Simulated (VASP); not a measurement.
# Ru (P6_3/mmc) in VASP: notebook

The runs below take Ru through single point, with revPBE.

All numbers are computed with VASP 6.6.1; they aren't measurements. Logs are shortened: lines on timing, memory, paths and dates and some standing lists are left out, and cuts for length are marked.

## Step 1: The cell of the first run

The structure is hexagonal, space group P6_3/mmc (No. 194). Conventional cell: a = 2.733 Å, b = 2.733 Å, c = 4.303 Å, α = 90.00°, β = 90.00°, γ = 120.00°. Within 3.5 Å of Ru (site symmetry -6m2) lie 12 Ru at 2.67 to 2.73 Å.

## Step 2: Single point, revPBE

Input file INCAR:

```
SYSTEM = Ru
PREC = Accurate
ENCUT = 520
EDIFF = 1E-7
ISMEAR = -1
SIGMA = 0.1
LREAL = .False.
LASPH = .True.
NELM = 60
ALGO = Normal
ISIF = 2
LWAVE = .False.
LCHARG = .False.
GGA = RE
NBANDS = 21
```

Input file KPOINTS:

```
regular mesh
0
Gamma
  7 7 4
  0 0 0
```

Input file POSCAR:

```
Ru
1.0
    2.7329762505      0.0000000000      0.0000000000
   -1.3664881252      2.3668268609      0.0000000000
    0.0000000000      0.0000000000      4.3033319774
Ru
2
Direct
    0.3333333333      0.6666666667      0.2500000000
    0.6666666667      0.3333333333      0.7500000000
```

Potentials or basis: VASP PAW PBE potentials, release 64 (Ru_pv).

Launch:

```
cat potpaw_PBE.64/Ru_pv/POTCAR > POTCAR
mpirun -np 1 vasp_std > vasp.out
```

OUTCAR:

```text
SYSTEM = Ru
   PREC = Accurate
   ENCUT = 520
   EDIFF = 1E-7
   ISMEAR = -1
   LREAL = .False.
   LASPH = .True.
   NELM = 60
   ISIF = 2
   GGA = RE

 ion  position               nearest neighbor table
   1  0.333  0.667  0.250-   2 2.67   2 2.67   2 2.67   2 2.67   2 2.67   2 2.67
   2  0.667  0.333  0.750-   1 2.67   1 2.67   1 2.67   1 2.67   1 2.67   1 2.67

  LATTYP: Found a hexagonal cell.
 ALAT       =     2.7329762505
 C/A-ratio  =     1.5745954531

  Lattice vectors:

 A1 = (   2.7329762505,   0.0000000000,   0.0000000000)
 A2 = (  -1.3664881252,   2.3668268609,   0.0000000000)
 A3 = (   0.0000000000,   0.0000000000,   4.3033319774)

Analysis of symmetry for initial positions (statically):
=====================================================================
 Subroutine PRICEL returns:
 Original cell was already a primitive cell.

 Routine SETGRP: Setting up the symmetry group for a
 hexagonal supercell.

 Subroutine GETGRP returns: Found 24 space group operations
 (whereof 12 operations were pure point group operations)
 out of a pool of 24 trial point group operations.

The static configuration has the point symmetry D_3d.
 The point group associated with its full space group is D_6h.

Analysis of symmetry for dynamics (positions and initial velocities):
=====================================================================
 Subroutine PRICEL returns:
 Original cell was already a primitive cell.

 Routine SETGRP: Setting up the symmetry group for a
 hexagonal supercell.

 Subroutine GETGRP returns: Found 24 space group operations
 (whereof 12 operations were pure point group operations)
 out of a pool of 24 trial point group operations.

The dynamic configuration has the point symmetry D_3d.
 The point group associated with its full space group is D_6h.

 Subroutine INISYM returns: Found 24 space group operations
 (whereof 12 operations are pure point group operations),
 and found     1 'primitive' translations

----------------------------------------------------------------------------------------

                                     Primitive cell

  volume of cell :      27.8360

  direct lattice vectors                    reciprocal lattice vectors
     2.732976251  0.000000000  0.000000000     0.365901460  0.211253306  0.000000000
    -1.366488125  2.366826861  0.000000000     0.000000000  0.422506613  0.000000000
     0.000000000  0.000000000  4.303331977     0.000000000  0.000000000  0.232378075

  length of vectors
     2.732976251  2.732976250  4.303331977     0.422506613  0.422506613  0.232378075

  position of ions in fractional coordinates (direct lattice)
     0.333333333  0.666666667  0.250000000
     0.666666667  0.333333333  0.750000000

  ion indices of the primitive-cell ions
   primitive index   ion index
                 1           1
                 2           2

----------------------------------------------------------------------------------------

 KPOINTS: regular mesh

Automatic generation of k-mesh.
 Grid dimensions read from file:
 generate k-points for:    7    7    4

 Generating k-lattice:

  Cartesian coordinates                     Fractional coordinates (reciprocal lattice)
     0.052271637  0.030179044  0.000000000     0.142857143  0.000000000  0.000000000
     0.000000000  0.060358088  0.000000000     0.000000000  0.142857143  0.000000000
     0.000000000  0.000000000  0.058094519     0.000000000  0.000000000  0.250000000

  Length of vectors
     0.060358088  0.060358088  0.058094519

  Shift w.r.t. Gamma in fractional coordinates (k-lattice)
     0.000000000  0.000000000  0.000000000

 Subroutine IBZKPT returns following result:
 ===========================================

 Found     24 irreducible k-points:

 Following reciprocal coordinates:
            Coordinates               Weight
  0.000000  0.000000  0.000000      1.000000
  0.142857  0.000000  0.000000      6.000000
  0.285714  0.000000  0.000000      6.000000
  0.428571  0.000000  0.000000      6.000000
  0.142857  0.142857  0.000000      6.000000
  0.285714  0.142857  0.000000     12.000000
[... 16 lines left out ...]
  0.428571  0.142857  0.500000      6.000000
  0.285714  0.285714  0.500000      6.000000
   k-points           NKPTS =     24   k-points in BZ     NKDIM =     24   number of bands    NBANDS=     21
   number of dos      NEDOS =    301   number of ions     NIONS =      2
   total plane-waves  NPLWV =  12800
   dimension x,y,z NGX =    20 NGY =   20 NGZ =   32
   dimension x,y,z NGXF=    40 NGYF=   40 NGZF=   64
   ions per type =               2
   NGX,Y,Z   is equivalent  to a cutoff of  12.17, 12.17, 12.36 a.u.
   NGXF,Y,Z  is equivalent  to a cutoff of  24.33, 24.33, 24.72 a.u.
 SYSTEM =  Ru
   PREC   = accura    normal or accurate (medium, high low for compatibility)
   ISTART =      0    job   : 0-new  1-cont  2-samecut
   ICHARG =      2    charge: 1-file 2-atom 10-const
   ISPIN  =      1    spin polarized calculation?
   LNONCOLLINEAR =      F non collinear calculations
   LSORBIT =      F    spin-orbit coupling
   LASPH  =      T    aspherical Exc in radial PAW
   ENCUT  =  520.0 eV  38.22 Ry    6.18 a.u.   5.08  5.08  8.00*2*pi/ulx,y,z
   NELM   =     60;   NELMIN=  2; NELMDL= -5     # of ELM steps
   EDIFF  = 0.1E-06   stopping-criterion for ELM
   LREAL  =      F    real-space projection
   EDIFFG = 0.1E-05   stopping-criterion for IOM
   NSW    =      0    number of steps for IOM
   IBRION =     -1    ionic relax: 0-MD 1-quasi-New 2-CG
   NFREE  =      0    steps in history (QN), initial steepest desc. (CG)
   ISIF   =      2    stress and relaxation
   ISYM   =      2    0-nonsym 1-usesym 2-fastsym
   POTIM  = 0.5000    time-step for ionic-motion
   TEBEG  =    0.0;   TEEND  =   0.0 temperature during run
   PSTRESS=    0.0 pullay stress
   NELECT =      28.0000    total number of electrons
   NUPDOWN=      -1.0000    fix difference up-down
   EMIN   =  10.00;   EMAX   =-10.00  energy-range for DOS
   EFERMI =   0.00;   METHOD = LEGACY
   ISMEAR =    -1;   SIGMA  =   0.10  broadening in eV -4-tet -1-fermi 0-gaus
   EFERMI_NEDOS =   21; number of points for ismear=-14 and -15
   IALGO  =     38    algorithm
   IMIX   =      4    mixing-type and parameters
     AMIX     =   0.40;   BMIX     =  1.00
     AMIX_MAG =   1.60;   BMIX_MAG =  1.00
  volume/ion in A,a.u.               =      13.92        93.92
  Fermi-wavevector in a.u.,A,eV,Ry     =   1.640307  3.099731 36.607926  2.690607
  Thomas-Fermi vector in A             =   2.730967
   LORBIT       =      0    0 simple, 1 ext, 2 COOP (PROOUT), +10 PAW based schemes
   GGA     = RE    functional components
   LHFCALC =     F    Hartree Fock is set to
   AEXX    =    0.0000 exact exchange contribution
   IVDW    =     0    specifies the selected vdW correction
   LEPSILON=     F    determine dielectric tensor
   LRPA    =     F    only Hartree local field effects (RPA)
 non-spin polarized calculation
  energy-cutoff  :      520.00
  volume of cell :       27.84
 maximum number of plane-waves:       766
   NGX = 11   NGY = 11   NGZ = 17

 number of electron      28.0000013 magnetization

 Free energy of the ion-electron system (eV)
  ---------------------------------------------------
  ext. energy  EPLUGINS =         0.00000000
  ---------------------------------------------------
  free energy    TOTEN  =       -17.43779015 eV

  energy without entropy =      -17.35233410  energy(sigma->0) =      -17.39506212

 E-fermi :  12.4879     XC(G=0): -13.9080

 val. band max:       12.4842875101   @ k =   0.2857   0.1429   0.0000
 cond. band min:      12.4940251022   @ k =   0.1429   0.1429   0.0000
 fundamental gap:      0.0097375921
 Fermi energy:        12.4878753300

 k-point     1 :       0.0000    0.0000    0.0000
  band No.  band energies     occupation
      1     -31.1239      2.00000
      2     -30.2186      2.00000
      3     -30.2186      2.00000
      4     -30.0593      2.00000
      5     -30.0566      2.00000
      6     -30.0566      2.00000
[... 13 lines left out ...]
     20      23.0120      0.00000
     21      23.0177      0.00000

 k-point     2 :       0.1429    0.0000    0.0000
  band No.  band energies     occupation
      1     -31.0613      2.00000
      2     -30.3454      2.00000
      3     -30.2613      2.00000
      4     -30.1880      2.00000
      5     -30.0901      2.00000
      6     -30.0744      2.00000
[... 13 lines left out ...]
     20      23.0121      0.00000
     21      23.0164      0.00000

 k-point     3 :       0.2857    0.0000    0.0000
  band No.  band energies     occupation
      1     -30.8985      2.00000
      2     -30.6311      2.00000
      3     -30.4697      2.00000
      4     -30.3515      2.00000
      5     -30.1809      2.00000
      6     -30.1190      2.00000
[... 13 lines left out ...]
     20      23.0121      0.00000
     21      23.0143      0.00000

 k-point     4 :       0.4286    0.0000    0.0000
  band No.  band energies     occupation
      1     -30.8598      2.00000
      2     -30.7167      2.00000
      3     -30.6838      2.00000
      4     -30.4202      2.00000
      5     -30.3045      2.00000
      6     -30.1575      2.00000
[... 13 lines left out ...]
     20      23.0120      0.00000
     21      23.0990      0.00000

 k-point     5 :       0.1429    0.1429    0.0000
  band No.  band energies     occupation
      1     -30.9480      2.00000
      2     -30.5037      2.00000
      3     -30.4582      2.00000
      4     -30.2792      2.00000
      5     -30.1515      2.00000
      6     -30.1384      2.00000
[... 13 lines left out ...]
     20      23.0121      0.00000
     21      23.0151      0.00000
[... 382 lines left out ...]
     20      23.0120      0.00000
     21      28.0396      0.00000

 k-point    22 :       0.2857    0.1429    0.5000
  band No.  band energies     occupation
      1     -30.8763      2.00000
      2     -30.8763      2.00000
      3     -30.3975      2.00000
      4     -30.3975      2.00000
      5     -30.2425      2.00000
      6     -30.2425      2.00000
[... 13 lines left out ...]
     20      23.0119      0.00000
     21      25.3843      0.00000

 k-point    23 :       0.4286    0.1429    0.5000
  band No.  band energies     occupation
      1     -30.9514      2.00000
      2     -30.9514      2.00000
      3     -30.4409      2.00000
      4     -30.4409      2.00000
      5     -30.2436      2.00000
      6     -30.2436      2.00000
[... 13 lines left out ...]
     20      22.8734      0.00000
     21      23.0173      0.00000

 k-point    24 :       0.2857    0.2857    0.5000
  band No.  band energies     occupation
      1     -30.8866      2.00000
      2     -30.8866      2.00000
      3     -30.5564      2.00000
      4     -30.5564      2.00000
      5     -30.2264      2.00000
      6     -30.2264      2.00000
[... 13 lines left out ...]
     20      23.0114      0.00000
     21      24.1608      0.00000

------------------------ aborting loop because EDIFF is reached ----------------------------------------

  FORCE on cell =-STRESS in cart. coord.  units (eV):
  Direction    XX          YY          ZZ          XY          YZ          ZX
  --------------------------------------------------------------------------------------
  -------------------------------------------------------------------------------------
  Total        0.2712975      0.2712975     -0.2788604      0.0000000      0.0000000      0.0000000
  in kB       15.6152575     15.6152575    -16.0505597      0.0000000      0.0000000      0.0000000
  external PRESSURE =       5.0599851 kB  Pullay stress =       0.0000000 kB

 VOLUME and BASIS-vectors are now :
 -----------------------------------------------------------------------------
  energy-cutoff  :      520.00
  volume of cell :       27.84
      direct lattice vectors                 reciprocal lattice vectors
     2.732976251  0.000000000  0.000000000     0.365901460  0.211253306  0.000000000
    -1.366488125  2.366826861  0.000000000     0.000000000  0.422506613  0.000000000
     0.000000000  0.000000000  4.303331977     0.000000000  0.000000000  0.232378075

 POSITION                                       TOTAL-FORCE (eV/Angst)
 -----------------------------------------------------------------------------------
     -0.00000      1.57788      1.07583        -0.000000      0.000000      0.000000
      1.36649      0.78894      3.22750         0.000000     -0.000000      0.000000
 -----------------------------------------------------------------------------------
    total drift:                               -0.000000      0.000000     -0.000000

  FREE ENERGIE OF THE ION-ELECTRON SYSTEM (eV)
  ---------------------------------------------------
  free  energy   TOTEN  =       -17.4377901465 eV

  energy  without entropy=      -17.3523340962  energy(sigma->0) =      -17.39506212
```

It took 7.3 s on 1 thread of Intel Xeon Platinum 8488C (Sapphire Rapids), shared host; peak memory 0.14 GiB.

What came out:

| Item | Value |
| --- | --- |
| Free energy | -17.4378 eV |
| Pressure | 0.5 GPa |
| Band gap on the k mesh | zero (band 14 reaches 13.71 eV, above the bottom of band 15 at 11.07 eV) |

Levels at points of the mesh, in eV from the Fermi level:
```tsv
k point	band 10	band 11	band 12	band 13	band 14	band 15	band 16	band 17	band 18	band 19
(0.00, 0.00, 0.00)	-2.51	-2.32	-1.84	-1.84	-1.41	-1.41	1.10	1.10	1.28	10.07
(0.00, 0.00, 0.50)	-2.69	-2.69	-2.69	-2.65	-2.65	0.49	0.49	0.49	0.49	10.52
```

Caveat: the k points lie up to 0.38 Å⁻¹ apart; the PAW data sets were made with another functional, which shifts forces and pressure a little.

## Step 3: Single point, revPBE (volume scaled by 1.04)

Input file INCAR:

```
PREC = Accurate ; ENCUT = 520
EDIFF = 1E-7 ; ISMEAR = -1
SIGMA = 0.1 ; LREAL = F
LASPH = T ; NELM = 100
ALGO = Normal ; ISIF = 2
LWAVE = F ; LCHARG = T
GGA = RE ; LELF = T
LVHAR = T ; NBANDS = 21
```

Input file KPOINTS:

```
regular mesh
0
Gamma
  22 22 12
```

Input file POSCAR:

```
Ru
1.0
    2.7689405884      0.0000000000      0.0000000000
   -1.3844702942      2.3979728911      0.0000000000
    0.0000000000      0.0000000000      4.3599612611
Ru
2
Direct
    0.3333333333      0.6666666667      0.2500000000
    0.6666666667      0.3333333333      0.7500000000
```

Potentials or basis: VASP PAW PBE potentials, release 64 (Ru_pv).

Launch:

```
cat potpaw_PBE.64/Ru_pv/POTCAR > POTCAR
mpirun -np 1 vasp_std > vasp.out
```

Run time: 100 s. Hardware: 1 thread of Intel Xeon Platinum 8488C (Sapphire Rapids), shared host; peak memory 0.28 GiB.

Results (log left out):

```yaml
Free_energy: -17.4400 eV
Pressure: -10.8 GPa
Band_gap_on_the_k_mesh: zero (band 14 reaches 13.17 eV, above the bottom of band 15 at 10.30 eV)
```

Levels at points of the mesh, in eV from the Fermi level:
| k point | band 11 | band 12 | band 13 | band 14 | band 15 | band 16 | band 17 | band 18 |
| --- | --- | --- | --- | --- | --- | --- | --- | --- |
| (0.00, 0.00, 0.00) | -2.16 | -1.74 | -1.74 | -1.31 | -1.31 | 1.06 | 1.06 | 1.29 |
| (0.50, 0.00, 0.00) | -1.88 | -1.69 | -1.38 | 1.23 | 1.62 | 1.72 | 3.71 | 5.66 |
| (0.00, 0.00, 0.50) | -2.53 | -2.53 | -2.48 | -2.48 | 0.47 | 0.47 | 0.47 | 0.47 |
| (0.50, 0.00, 0.50) | -0.98 | -0.98 | 0.40 | 0.40 | 1.47 | 1.47 | 3.16 | 3.16 |

Caveat: the PAW data sets were made with another functional, which shifts forces and pressure a little.

(Continued in part 2 of 2.)
